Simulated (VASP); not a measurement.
# Be3ZnSe4 (P-43m) in VASP: a series of runs

Runs on Be3ZnSe4. Level: PBE. Tasks: single point.

Everything below comes from runs of VASP 6.6.1. Logs are shortened: lines on timing, memory, paths and dates and some standing lists are left out, and cuts for length are marked.

## (1) The cell of the first run

Symmetry: P-43m, No. 215, cubic system. The conventional cell has a = 5.306 Å, b = 5.306 Å, c = 5.306 Å, α = 90.00°, β = 90.00°, γ = 90.00°. Within 3.0 Å of Be (site symmetry -42m) lie 4 Se at 2.30 Å. Zn (site symmetry -43m) has 4 Se at 2.30 Å within 3.0 Å. Within 3.0 Å of Se (site symmetry 3m) lie 3 Be at 2.30 Å and 1 Zn at 2.30 Å.

## (2) Single point, PBE

INCAR

```
SYSTEM = Be3ZnSe4
PREC = Accurate
ENCUT = 600
EDIFF = 1E-6
ISMEAR = 0
SIGMA = 0.1
LREAL = .False.
LASPH = .True.
NELM = 120
ALGO = Normal
ISIF = 2
LWAVE = .False.
LCHARG = .False.
GGA = PE
NBANDS = 31
GGA_COMPAT = .False.
```

KPOINTS

```
Automatic mesh
0
Gamma
  4 4 4
  0 0 0
```

POSCAR

```
Be3ZnSe4
1.0
    5.3064095700      0.0000000000      0.0000000000
    0.0000000000      5.3064095700      0.0000000000
    0.0000000000      0.0000000000      5.3064095700
Be Zn Se
3 1 4
Direct
    0.5000000000      0.0000000000      0.5000000000
    0.5000000000      0.5000000000      0.0000000000
    0.0000000000      0.5000000000      0.5000000000
    0.0000000000      0.0000000000      0.0000000000
    0.2500000000      0.7500000000      0.7500000000
    0.2500000000      0.2500000000      0.2500000000
    0.7500000000      0.7500000000      0.2500000000
    0.7500000000      0.2500000000      0.7500000000
```

Potentials or basis: VASP PAW PBE potentials, release 64 (Be, Zn, Se).

Launch:

```console
$ cat potpaw_PBE.64/Be/POTCAR potpaw_PBE.64/Zn/POTCAR potpaw_PBE.64/Se/POTCAR > POTCAR
$ mpirun -np 1 vasp_std > vasp.out
```

OUTCAR:

```text
SYSTEM = Be3ZnSe4
   PREC = Accurate
   ENCUT = 600
   EDIFF = 1E-6
   ISMEAR = 0
   LREAL = .False.
   LASPH = .True.
   NELM = 120
   ISIF = 2
   GGA = PE

 ion  position               nearest neighbor table
   1  0.500  0.000  0.500-   5 2.30   6 2.30   7 2.30   8 2.30
   2  0.500  0.500  0.000-   5 2.30   6 2.30   7 2.30   8 2.30
   3  0.000  0.500  0.500-   5 2.30   6 2.30   7 2.30   8 2.30
   4  0.000  0.000  0.000-   5 2.30   6 2.30   7 2.30   8 2.30
   5  0.250  0.750  0.750-   1 2.30   2 2.30   3 2.30   4 2.30
   6  0.250  0.250  0.250-   1 2.30   2 2.30   3 2.30   4 2.30
   7  0.750  0.750  0.250-   1 2.30   2 2.30   3 2.30   4 2.30
   8  0.750  0.250  0.750-   1 2.30   2 2.30   3 2.30   4 2.30

  LATTYP: Found a simple cubic cell.
 ALAT       =     5.3064095700

  Lattice vectors:

 A1 = (   5.3064095700,   0.0000000000,   0.0000000000)
 A2 = (   0.0000000000,   5.3064095700,   0.0000000000)
 A3 = (   0.0000000000,   0.0000000000,   5.3064095700)

Analysis of symmetry for initial positions (statically):
=====================================================================
 Subroutine PRICEL returns:
 Original cell was already a primitive cell.

 Routine SETGRP: Setting up the symmetry group for a
 simple cubic supercell.

 Subroutine GETGRP returns: Found 24 space group operations
 (whereof 24 operations were pure point group operations)
 out of a pool of 48 trial point group operations.

The static configuration has the point symmetry T_d .

Analysis of symmetry for dynamics (positions and initial velocities):
=====================================================================
 Subroutine PRICEL returns:
 Original cell was already a primitive cell.

 Routine SETGRP: Setting up the symmetry group for a
 simple cubic supercell.

 Subroutine GETGRP returns: Found 24 space group operations
 (whereof 24 operations were pure point group operations)
 out of a pool of 48 trial point group operations.

The dynamic configuration has the point symmetry T_d .

 Subroutine INISYM returns: Found 24 space group operations
 (whereof 24 operations are pure point group operations),
 and found     1 'primitive' translations

----------------------------------------------------------------------------------------

                                     Primitive cell

  volume of cell :     149.4178

  direct lattice vectors                    reciprocal lattice vectors
     5.306409570  0.000000000  0.000000000     0.188451341  0.000000000  0.000000000
     0.000000000  5.306409570  0.000000000     0.000000000  0.188451341  0.000000000
     0.000000000  0.000000000  5.306409570     0.000000000  0.000000000  0.188451341

  length of vectors
     5.306409570  5.306409570  5.306409570     0.188451341  0.188451341  0.188451341

  position of ions in fractional coordinates (direct lattice)
     0.500000000  0.000000000  0.500000000
     0.500000000  0.500000000  0.000000000
     0.000000000  0.500000000  0.500000000
     0.000000000  0.000000000  0.000000000
     0.250000000  0.750000000  0.750000000
     0.250000000  0.250000000  0.250000000
     0.750000000  0.750000000  0.250000000
     0.750000000  0.250000000  0.750000000

  ion indices of the primitive-cell ions
   primitive index   ion index
                 1           1
                 2           2
                 3           3
                 4           4
                 5           5
                 6           6
                 7           7
                 8           8

----------------------------------------------------------------------------------------

 KPOINTS: Automatic mesh

Automatic generation of k-mesh.
 Grid dimensions read from file:
 generate k-points for:    4    4    4

 Generating k-lattice:

  Cartesian coordinates                     Fractional coordinates (reciprocal lattice)
     0.047112835  0.000000000  0.000000000     0.250000000  0.000000000  0.000000000
     0.000000000  0.047112835  0.000000000     0.000000000  0.250000000  0.000000000
     0.000000000  0.000000000  0.047112835     0.000000000  0.000000000  0.250000000

  Length of vectors
     0.047112835  0.047112835  0.047112835

  Shift w.r.t. Gamma in fractional coordinates (k-lattice)
     0.000000000  0.000000000  0.000000000

 Subroutine IBZKPT returns following result:
 ===========================================

 Found     10 irreducible k-points:

 Following reciprocal coordinates:
            Coordinates               Weight
  0.000000  0.000000  0.000000      1.000000
  0.250000  0.000000  0.000000      6.000000
  0.500000  0.000000  0.000000      3.000000
  0.250000  0.250000  0.000000     12.000000
  0.500000  0.250000  0.000000     12.000000
  0.500000  0.500000  0.000000      3.000000
  0.250000  0.250000  0.250000      8.000000
  0.500000  0.250000  0.250000     12.000000
  0.500000  0.500000  0.250000      6.000000
  0.500000  0.500000  0.500000      1.000000
   k-points           NKPTS =     10   k-points in BZ     NKDIM =     10   number of bands    NBANDS=     31
   number of dos      NEDOS =    301   number of ions     NIONS =      8
   total plane-waves  NPLWV =  74088
   dimension x,y,z NGX =    42 NGY =   42 NGZ =   42
   dimension x,y,z NGXF=    84 NGYF=   84 NGZF=   84
   ions per type =               3   1   4
   NGX,Y,Z   is equivalent  to a cutoff of  13.16, 13.16, 13.16 a.u.
   NGXF,Y,Z  is equivalent  to a cutoff of  26.32, 26.32, 26.32 a.u.
 SYSTEM =  Be3ZnSe4
   PREC   = accura    normal or accurate (medium, high low for compatibility)
   ISTART =      0    job   : 0-new  1-cont  2-samecut
   ICHARG =      2    charge: 1-file 2-atom 10-const
   ISPIN  =      1    spin polarized calculation?
   LNONCOLLINEAR =      F non collinear calculations
   LSORBIT =      F    spin-orbit coupling
   LASPH  =      T    aspherical Exc in radial PAW
   ENCUT  =  600.0 eV  44.10 Ry    6.64 a.u.  10.60 10.60 10.60*2*pi/ulx,y,z
   NELM   =    120;   NELMIN=  2; NELMDL= -5     # of ELM steps
   EDIFF  = 0.1E-05   stopping-criterion for ELM
   LREAL  =      F    real-space projection
   EDIFFG = 0.1E-04   stopping-criterion for IOM
   NSW    =      0    number of steps for IOM
   IBRION =     -1    ionic relax: 0-MD 1-quasi-New 2-CG
   NFREE  =      0    steps in history (QN), initial steepest desc. (CG)
   ISIF   =      2    stress and relaxation
   ISYM   =      2    0-nonsym 1-usesym 2-fastsym
   POTIM  = 0.5000    time-step for ionic-motion
   TEBEG  =    0.0;   TEEND  =   0.0 temperature during run
   PSTRESS=    0.0 pullay stress
   NELECT =      42.0000    total number of electrons
   NUPDOWN=      -1.0000    fix difference up-down
   EMIN   =  10.00;   EMAX   =-10.00  energy-range for DOS
   EFERMI =   0.00;   METHOD = LEGACY
   ISMEAR =     0;   SIGMA  =   0.10  broadening in eV -4-tet -1-fermi 0-gaus
   EFERMI_NEDOS =   21; number of points for ismear=-14 and -15
   IALGO  =     38    algorithm
   IMIX   =      4    mixing-type and parameters
     AMIX     =   0.40;   BMIX     =  1.00
     AMIX_MAG =   1.60;   BMIX_MAG =  1.00
  volume/ion in A,a.u.               =      18.68       126.04
  Fermi-wavevector in a.u.,A,eV,Ry     =   1.072401  2.026544 15.647294  1.150044
  Thomas-Fermi vector in A             =   2.208170
   LORBIT       =      0    0 simple, 1 ext, 2 COOP (PROOUT), +10 PAW based schemes
   GGA     = PE    functional components
   LHFCALC =     F    Hartree Fock is set to
   AEXX    =    0.0000 exact exchange contribution
   IVDW    =     0    specifies the selected vdW correction
   LEPSILON=     F    determine dielectric tensor
   LRPA    =     F    only Hartree local field effects (RPA)
 non-spin polarized calculation
 Gauss-broadening in eV      SIGMA  =   0.10
  energy-cutoff  :      600.00
  volume of cell :      149.42
 maximum number of plane-waves:      5030
   NGX = 21   NGY = 21   NGZ = 21

 number of electron      42.0000012 magnetization

 Free energy of the ion-electron system (eV)
  ---------------------------------------------------
  ext. energy  EPLUGINS =         0.00000000
  ---------------------------------------------------
  free energy    TOTEN  =       -31.94086132 eV

  energy without entropy =      -31.94086132  energy(sigma->0) =      -31.94086132

 E-fermi :   3.2609     XC(G=0):  -9.3574

 val. band max:        2.7911936511   @ k =   0.0000   0.0000   0.0000
 cond. band min:       5.4716196801   @ k =   0.0000   0.0000   0.0000
 fundamental gap:      2.6804260290
 Fermi energy:         3.2609183810

 k-point     1 :       0.0000    0.0000    0.0000
  band No.  band energies     occupation
      1     -10.8578      2.00000
      2      -9.3345      2.00000
      3      -9.3345      2.00000
      4      -9.3345      2.00000
      5      -3.8002      2.00000
      6      -3.8002      2.00000
[... 23 lines left out ...]
     30       7.8721      0.00000
     31       7.8721      0.00000

 k-point     2 :       0.2500    0.0000    0.0000
  band No.  band energies     occupation
      1     -10.6787      2.00000
      2      -9.6137      2.00000
      3      -9.3250      2.00000
      4      -9.3250      2.00000
      5      -3.8760      2.00000
      6      -3.7727      2.00000
[... 23 lines left out ...]
     30       8.7168      0.00000
     31       8.7168      0.00000

 k-point     3 :       0.5000    0.0000    0.0000
  band No.  band energies     occupation
      1     -10.2496      2.00000
      2     -10.1376      2.00000
      3      -9.3155      2.00000
      4      -9.3155      2.00000
      5      -3.9310      2.00000
      6      -3.7453      2.00000
[... 227 lines left out ...]
     30       8.9134      0.00000
     31       8.9492      0.00000

 k-point    10 :       0.5000    0.5000    0.5000
  band No.  band energies     occupation
      1      -9.7659      2.00000
      2      -9.7072      2.00000
      3      -9.7072      2.00000
      4      -9.7072      2.00000
      5      -3.7446      2.00000
      6      -3.7446      2.00000
[... 23 lines left out ...]
     30       8.6074      0.00000
     31       9.1429      0.00000

------------------------ aborting loop because EDIFF is reached ----------------------------------------

  FORCE on cell =-STRESS in cart. coord.  units (eV):
  Direction    XX          YY          ZZ          XY          YZ          ZX
  --------------------------------------------------------------------------------------
  -------------------------------------------------------------------------------------
  Total        1.9523590      1.9523590      1.9523590     -0.0000000     -0.0000000      0.0000000
  in kB       20.9347587     20.9347587     20.9347587     -0.0000000     -0.0000000      0.0000000
  external PRESSURE =      20.9347587 kB  Pullay stress =       0.0000000 kB

 VOLUME and BASIS-vectors are now :
 -----------------------------------------------------------------------------
  energy-cutoff  :      600.00
  volume of cell :      149.42
      direct lattice vectors                 reciprocal lattice vectors
     5.306409570  0.000000000  0.000000000     0.188451341  0.000000000  0.000000000
     0.000000000  5.306409570  0.000000000     0.000000000  0.188451341  0.000000000
     0.000000000  0.000000000  5.306409570     0.000000000  0.000000000  0.188451341

 POSITION                                       TOTAL-FORCE (eV/Angst)
 -----------------------------------------------------------------------------------
      2.65320      0.00000      2.65320        -0.000000     -0.000000      0.000000
      2.65320      2.65320      0.00000        -0.000000     -0.000000      0.000000
      0.00000      2.65320      2.65320        -0.000000     -0.000000      0.000000
      0.00000      0.00000      0.00000        -0.000000     -0.000000      0.000000
      1.32660      3.97981      3.97981         1.110372     -1.110372     -1.110372
      1.32660      1.32660      1.32660         1.110372      1.110372      1.110372
      3.97981      3.97981      1.32660        -1.110372     -1.110372      1.110372
      3.97981      1.32660      3.97981        -1.110372      1.110372     -1.110372
 -----------------------------------------------------------------------------------
    total drift:                                0.000000     -0.000000     -0.000000

  FREE ENERGIE OF THE ION-ELECTRON SYSTEM (eV)
  ---------------------------------------------------
  free  energy   TOTEN  =       -31.9408613230 eV

  energy  without entropy=      -31.9408613230  energy(sigma->0) =      -31.94086132
```

Run time: 75 s. Hardware: 1 thread of AMD EPYC 9R45, shared host; peak memory 0.25 GiB.

What came out:

| Quantity | Value |
| --- | --- |
| Free energy | -31.9409 eV |
| Pressure | 2.1 GPa |
| Band gap on the k mesh | 2.68 eV, direct |

[end of part 1 of 2]
